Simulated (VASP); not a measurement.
# Mg2O (P4/nmm) in VASP: further runs

Runs on Mg2O. Level: PBE. Tasks: relaxation of cell and atoms, single point.

Program: VASP 6.6.1. These are calculated values, not measurements. Logs are shortened: lines on timing, memory, paths and dates and some standing lists are left out, and cuts for length are marked.

## (1) The cell of the first run

It takes space group P4/nmm (No. 129, tetragonal). Conventional cell: a = 3.050 Å, b = 3.050 Å, c = 8.840 Å, α = 90.00°, β = 90.00°, γ = 90.00°. Within 2.8 Å of Mg (site symmetry 4mm) lie 5 O at 2.12 to 2.16 Å. Within 3.2 Å of Mg (site symmetry 4mm) lie 1 O at 2.30 Å and 12 Mg at 3.03 to 3.15 Å. Within 2.8 Å of O (site symmetry 4mm) lie 6 Mg at 2.12 to 2.30 Å.

## (2) Relaxation of cell and atoms, PBE

Input file INCAR:

```
SYSTEM = Mg2O
PREC = Accurate
ENCUT = 600
EDIFF = 1E-7
ISMEAR = 0
SIGMA = 0.2
LREAL = .False.
LASPH = .True.
NELM = 60
ALGO = Normal
ISIF = 3
LWAVE = .False.
LCHARG = .False.
GGA = PE
IBRION = 2
NSW = 36
EDIFFG = -0.08
```

Input file KPOINTS:

```
regular mesh
0
Gamma
  5 5 2
  0 0 0
```

Input file POSCAR:

```
Mg2O
1.0
    3.0500000000      0.0000000000      0.0000000000
    0.0000000000      3.0500000000      0.0000000000
    0.0000000000      0.0000000000      8.8400000000
Mg O
4 2
Direct
    0.5000000000      0.0000000000      0.1200000000
    0.0000000000      0.5000000000      0.8800000000
    0.0000000000      0.5000000000      0.3800000000
    0.5000000000      0.0000000000      0.6200000000
    0.5000000000      0.0000000000      0.8800000000
    0.0000000000      0.5000000000      0.1200000000
```

Potentials or basis: VASP PAW PBE potentials, release 64 (Mg, O).

Run with:

```
cat potpaw_PBE.64/Mg/POTCAR potpaw_PBE.64/O/POTCAR > POTCAR
mpirun -np 1 vasp_std > vasp.out
```

OUTCAR:

```text
SYSTEM = Mg2O
   PREC = Accurate
   ENCUT = 600
   EDIFF = 1E-7
   ISMEAR = 0
   LREAL = .False.
   LASPH = .True.
   NELM = 60
   ISIF = 3
   GGA = PE
   IBRION = 2
   NSW = 36
   EDIFFG = -0.08

 ion  position               nearest neighbor table
   1  0.500  0.000  0.120-   5 2.12   6 2.16   6 2.16   6 2.16   6 2.16   2 3.03   2 3.03   2 3.03
                             2 3.03   3 3.15   3 3.15   3 3.15   3 3.15
   2  0.000  0.500  0.880-   6 2.12   5 2.16   5 2.16   5 2.16   5 2.16   1 3.03   1 3.03   1 3.03
                             1 3.03   4 3.15   4 3.15   4 3.15   4 3.15
   3  0.000  0.500  0.380-   6 2.30   4 3.03   4 3.03   4 3.03   4 3.03   1 3.15   1 3.15   1 3.15
                             1 3.15
   4  0.500  0.000  0.620-   5 2.30   3 3.03   3 3.03   3 3.03   3 3.03   2 3.15   2 3.15   2 3.15
                             2 3.15
   5  0.500  0.000  0.880-   1 2.12   2 2.16   2 2.16   2 2.16   2 2.16   4 2.30
   6  0.000  0.500  0.120-   2 2.12   1 2.16   1 2.16   1 2.16   1 2.16   3 2.30

  LATTYP: Found a simple tetragonal cell.
 ALAT       =     3.0500000000
 C/A-ratio  =     2.8983606557

  Lattice vectors:

 A1 = (   3.0500000000,   0.0000000000,   0.0000000000)
 A2 = (   0.0000000000,   3.0500000000,   0.0000000000)
 A3 = (   0.0000000000,   0.0000000000,   8.8400000000)

Analysis of symmetry for initial positions (statically):
=====================================================================
 Subroutine PRICEL returns:
 Original cell was already a primitive cell.

 Routine SETGRP: Setting up the symmetry group for a
 simple tetragonal supercell.

 Subroutine GETGRP returns: Found 16 space group operations
 (whereof  8 operations were pure point group operations)
 out of a pool of 16 trial point group operations.

The static configuration has the point symmetry D_2d.
 The point group associated with its full space group is D_4h.

Analysis of symmetry for dynamics (positions and initial velocities):
=====================================================================
 Subroutine PRICEL returns:
 Original cell was already a primitive cell.

 Routine SETGRP: Setting up the symmetry group for a
 simple tetragonal supercell.

 Subroutine GETGRP returns: Found 16 space group operations
 (whereof  8 operations were pure point group operations)
 out of a pool of 16 trial point group operations.

The dynamic configuration has the point symmetry D_2d.
 The point group associated with its full space group is D_4h.

 Subroutine INISYM returns: Found 16 space group operations
 (whereof  8 operations are pure point group operations),
 and found     1 'primitive' translations

----------------------------------------------------------------------------------------

                                     Primitive cell

[... 85 lines left out ...]
   EDIFF  = 0.1E-06   stopping-criterion for ELM
   LREAL  =      F    real-space projection
   EDIFFG = -.8E-01   stopping-criterion for IOM
   NSW    =     36    number of steps for IOM
   IBRION =      2    ionic relax: 0-MD 1-quasi-New 2-CG
   NFREE  =      1    steps in history (QN), initial steepest desc. (CG)
   ISIF   =      3    stress and relaxation
   ISYM   =      2    0-nonsym 1-usesym 2-fastsym
   POTIM  = 0.5000    time-step for ionic-motion
   TEBEG  =    0.0;   TEEND  =   0.0 temperature during run
   PSTRESS=    0.0 pullay stress
   NELECT =      20.0000    total number of electrons
   NUPDOWN=      -1.0000    fix difference up-down
   EMIN   =  10.00;   EMAX   =-10.00  energy-range for DOS
   EFERMI =   0.00;   METHOD = LEGACY
   ISMEAR =     0;   SIGMA  =   0.20  broadening in eV -4-tet -1-fermi 0-gaus
   EFERMI_NEDOS =   21; number of points for ismear=-14 and -15
   IALGO  =     38    algorithm
   IMIX   =      4    mixing-type and parameters
     AMIX     =   0.40;   BMIX     =  1.00
     AMIX_MAG =   1.60;   BMIX_MAG =  1.00
  volume/ion in A,a.u.               =      13.71        92.49
  Fermi-wavevector in a.u.,A,eV,Ry     =   1.021882  1.931077 14.207793  1.044243
  Thomas-Fermi vector in A             =   2.155531
   LORBIT       =      0    0 simple, 1 ext, 2 COOP (PROOUT), +10 PAW based schemes
   GGA     = PE    functional components
   LHFCALC =     F    Hartree Fock is set to
   AEXX    =    0.0000 exact exchange contribution
   IVDW    =     0    specifies the selected vdW correction
   LEPSILON=     F    determine dielectric tensor
   LRPA    =     F    only Hartree local field effects (RPA)
 conjugate gradient relaxation of ions
 non-spin polarized calculation
 Gauss-broadening in eV      SIGMA  =   0.20
  energy-cutoff  :      600.00
  volume of cell :       82.23
 maximum number of plane-waves:      2770
   NGX = 13   NGY = 13   NGZ = 35

--------------------------------------- Ionic step        1  -------------------------------------------

 number of electron      20.0000010 magnetization

 Free energy of the ion-electron system (eV)
  ---------------------------------------------------
  ext. energy  EPLUGINS =         0.00000000
  ---------------------------------------------------
  free energy    TOTEN  =       -25.65882816 eV

  energy without entropy =      -25.64692093  energy(sigma->0) =      -25.65287454

------------------------ aborting loop because EDIFF is reached ----------------------------------------

  FORCE on cell =-STRESS in cart. coord.  units (eV):
  Direction    XX          YY          ZZ          XY          YZ          ZX
  --------------------------------------------------------------------------------------
  -------------------------------------------------------------------------------------
  Total       -0.1791596     -0.1791596      0.2469662      0.0000000      0.0000000      0.0000000
  in kB       -3.4905887     -3.4905887      4.8116744      0.0000000      0.0000000      0.0000000
  external PRESSURE =      -0.7231677 kB  Pullay stress =       0.0000000 kB
[... 107 lines left out ...]
--------------------------------------- Ionic step        4  -------------------------------------------

 number of electron      20.0000008 magnetization

 Free energy of the ion-electron system (eV)
  ---------------------------------------------------
  ext. energy  EPLUGINS =         0.00000000
  ---------------------------------------------------
  free energy    TOTEN  =       -25.66792980 eV

  energy without entropy =      -25.65654655  energy(sigma->0) =      -25.66223818

 E-fermi :   4.9417     XC(G=0):  -9.7433

 val. band max:        4.7890465953   @ k =   0.4000   0.0000   0.0000
 cond. band min:       5.2901673159   @ k =   0.4000   0.2000   0.5000
 fundamental gap:      0.5011207206
 Fermi energy:         4.9416791706

 k-point     1 :       0.0000    0.0000    0.0000
  band No.  band energies     occupation
      1     -15.4806      2.00000
      2     -14.7722      2.00000
      3      -2.8094      2.00000
      4      -1.2889      2.00000
      5      -0.8945      2.00000
      6       0.1551      2.00000
      7       0.1551      2.00000
      8       0.7976      2.00000
      9       0.7976      2.00000
     10       2.9019      2.00000
     11       4.3422      1.99998
     12       9.1666      0.00000
     13       9.4780      0.00000
     14      10.5966      0.00000
[... 218 lines left out ...]
  FREE ENERGIE OF THE ION-ELECTRON SYSTEM (eV)
  ---------------------------------------------------
  free  energy   TOTEN  =       -25.6679298045 eV

  energy  without entropy=      -25.6565465507  energy(sigma->0) =      -25.66223818

 reached required accuracy - stopping structural energy minimisation
```

OSZICAR:

```text
N       E                     dE             d eps       ncg     rms          rms(c)
DAV:   1     0.104856664669E+03    0.10486E+03   -0.92307E+03   336   0.133E+03
DAV:   2    -0.177883696353E+02   -0.12265E+03   -0.11713E+03   422   0.235E+02
DAV:   3    -0.292717259766E+02   -0.11483E+02   -0.11444E+02   432   0.819E+01
[... 34 lines left out ...]
DAV:   4    -0.256679345748E+02    0.47105E-04   -0.23491E-04   408   0.124E-01    0.162E-02
DAV:   5    -0.256679307293E+02    0.38455E-05   -0.31644E-05   444   0.474E-02    0.575E-03
DAV:   6    -0.256679306615E+02    0.67767E-07   -0.11607E-05   420   0.261E-02    0.608E-03
DAV:   7    -0.256679298012E+02    0.86034E-06   -0.42564E-06   426   0.157E-02    0.516E-04
DAV:   8    -0.256679298045E+02   -0.33492E-08   -0.22485E-07   274   0.359E-03
   4 F= -.25667930E+02 E0= -.25662238E+02  d E =-.184698E-02
```

Wall time 75 s (1 thread of Intel Xeon 8259CL, shared host); peak memory 0.2 GiB.

Results:

```yaml
Free_energy: -25.6679 eV
Relaxed_volume: 13.72 Å³/atom
Relaxed_cell: a = 3.040 Å, b = 3.040 Å, c = 8.907 Å, α = 90.00°, β = 90.00°, γ = 90.00°
Space_group_after_relaxing_to_0.1_Å: P4/nmm (No. 129)
Energy_gained_by_relaxing: 1.5 meV/atom
Ionic_steps: 4
Pressure_after_relaxing: 0.0 GPa
Largest_force_after_relaxing: 0.068 eV/Å
Band_gap_on_the_k_mesh: zero (bands 10 and 11 overlap by 1.23 eV)
```

Forces on the atoms (eV/Å):
```
Mg   0.000  0.000 -0.029
Mg   0.000  0.000  0.029
Mg   0.000  0.000 -0.019
Mg   0.000  0.000  0.019
O    0.000  0.000  0.068
O    0.000  0.000 -0.068
```

Stress tensor (GPa, compression positive):
```
-0.03  0.00  0.00
 0.00 -0.03  0.00
 0.00  0.00  0.11
```

The path:
```tsv
step	energy change (eV)	largest force (eV/Å)	pressure (GPa)	volume (Å³)
1	0.0000	0.2079	-0.07	82.23
2	-0.0046	0.1411	0.03	82.16
3	-0.0073	0.1196	0.22	82.05
4	-0.0091	0.0677	0.02	82.31
```

Final structure:
```cif
data_structure
_symmetry_space_group_name_H-M 'P 1'
_symmetry_Int_Tables_number 1
_cell_length_a 3.0398
_cell_length_b 3.0398
_cell_length_c 8.9072
_cell_angle_alpha 90.000
_cell_angle_beta 90.000
_cell_angle_gamma 90.000
_cell_volume 82.31
loop_
_atom_site_label
_atom_site_type_symbol
_atom_site_fract_x
_atom_site_fract_y
_atom_site_fract_z
_atom_site_occupancy
Mg1 Mg 0.50000 0.00000 0.11972 1
Mg2 Mg 0.00000 0.50000 0.88028 1
Mg3 Mg 0.00000 0.50000 0.37639 1
Mg4 Mg 0.50000 0.00000 0.62361 1
O1 O 0.50000 0.00000 0.87962 1
O2 O 0.00000 0.50000 0.12038 1
```

Caveat: the k points lie up to 0.41 Å⁻¹ apart in the final cell, too coarse for converged energies and pressures of a metal; the relaxation stopped at a loose force limit of 0.08 eV/Å, so its end isn't a converged minimum.

## (3) Single point, PBE

This run uses another cell than the first one, of 13.74 Å³/atom.

Input file INCAR:

```
PREC = Accurate
ENCUT = 520
EDIFF = 1E-7
ISMEAR = 0
SIGMA = 0.1
LREAL = False
LASPH = True
NELM = 60
ALGO = Normal
ISIF = 2
LWAVE = False
LCHARG = True
GGA = PE
LELF = True
LVHAR = True
NBANDS = 19
```

Input file KPOINTS:

```
Automatic mesh
0
Gamma
  10 10 4
```

Input file POSCAR:

```
Mg2O
1.0
    3.0488514178      0.0000000000      0.0000000000
    0.0000000000      3.0488514178      0.0000000000
    0.0000000000      0.0000000000      8.8660378300
Mg O
4 2
Direct
    0.5000000000      0.0000000000      0.1198740423
    0.0000000000      0.5000000000      0.8801259577
    0.0000000000      0.5000000000      0.3767975279
    0.5000000000      0.0000000000      0.6232024721
    0.5000000000      0.0000000000      0.8801540727
    0.0000000000      0.5000000000      0.1198459273
```

Potentials or basis: VASP PAW PBE potentials, release 64 (Mg, O).

Run with:

```
cat potpaw_PBE.64/Mg/POTCAR potpaw_PBE.64/O/POTCAR > POTCAR
mpirun -np 1 vasp_std > vasp.out
```

OUTCAR:

```text
PREC = Accurate
   ENCUT = 520
   EDIFF = 1E-7
   ISMEAR = 0
   LREAL = False
   LASPH = True
   NELM = 60
   ISIF = 2
   GGA = PE

 ion  position               nearest neighbor table
   1  0.500  0.000  0.120-   5 2.13   6 2.16   6 2.16   6 2.16   6 2.16   2 3.03   2 3.03   2 3.03
                             2 3.03   3 3.14   3 3.14   3 3.14   3 3.14
   2  0.000  0.500  0.880-   6 2.13   5 2.16   5 2.16   5 2.16   5 2.16   1 3.03   1 3.03   1 3.03
                             1 3.03   4 3.14   4 3.14   4 3.14   4 3.14
   3  0.000  0.500  0.377-   6 2.28   4 3.07   4 3.07   4 3.07   4 3.07   1 3.14   1 3.14   1 3.14
                             1 3.14
   4  0.500  0.000  0.623-   5 2.28   3 3.07   3 3.07   3 3.07   3 3.07   2 3.14   2 3.14   2 3.14
                             2 3.14
[... 741 lines left out ...]
  Total       -0.2219144     -0.2219144     -0.2269299      0.0000000      0.0000000      0.0000000
  in kB       -4.3141383     -4.3141383     -4.4116423      0.0000000      0.0000000      0.0000000
  external PRESSURE =      -4.3466396 kB  Pullay stress =       0.0000000 kB

 VOLUME and BASIS-vectors are now :
 -----------------------------------------------------------------------------
  energy-cutoff  :      520.00
  volume of cell :       82.41
      direct lattice vectors                 reciprocal lattice vectors
     3.048851418  0.000000000  0.000000000     0.327992369  0.000000000  0.000000000
     0.000000000  3.048851418  0.000000000     0.000000000  0.327992369  0.000000000
     0.000000000  0.000000000  8.866037830     0.000000000  0.000000000  0.112789954

 POSITION                                       TOTAL-FORCE (eV/Angst)
 -----------------------------------------------------------------------------------
      1.52443      0.00000      1.06281        -0.000000     -0.000000     -0.011682
      0.00000      1.52443      7.80323        -0.000000      0.000000      0.011682
      0.00000      1.52443      3.34070        -0.000000      0.000000     -0.012631
      1.52443      0.00000      5.52534        -0.000000      0.000000      0.012631
      1.52443      0.00000      7.80348         0.000000      0.000000     -0.009543
      0.00000      1.52443      1.06256        -0.000000      0.000000      0.009543
 -----------------------------------------------------------------------------------
    total drift:                                0.000000      0.000000     -0.000000

  FREE ENERGIE OF THE ION-ELECTRON SYSTEM (eV)
  ---------------------------------------------------
  free  energy   TOTEN  =       -25.6904449161 eV

  energy  without entropy=      -25.6861786676  energy(sigma->0) =      -25.68831179
```

Run time: 1.9 min. Hardware: 1 thread of Intel Xeon 8259CL, shared host; peak memory 0.24 GiB.

Results:

| Item | Value |
| --- | --- |
| Free energy | -25.6904 eV |
| Pressure | -0.4 GPa |
| Largest force | 0.013 eV/Å |
| Band gap on the k mesh | zero (bands 10 and 11 overlap by 1.21 eV) |

Forces on the atoms (eV/Å):
```
Mg   0.000  0.000 -0.012
Mg   0.000  0.000  0.012
Mg   0.000  0.000 -0.013
Mg   0.000  0.000  0.013
O    0.000  0.000 -0.010
O    0.000  0.000  0.010
```
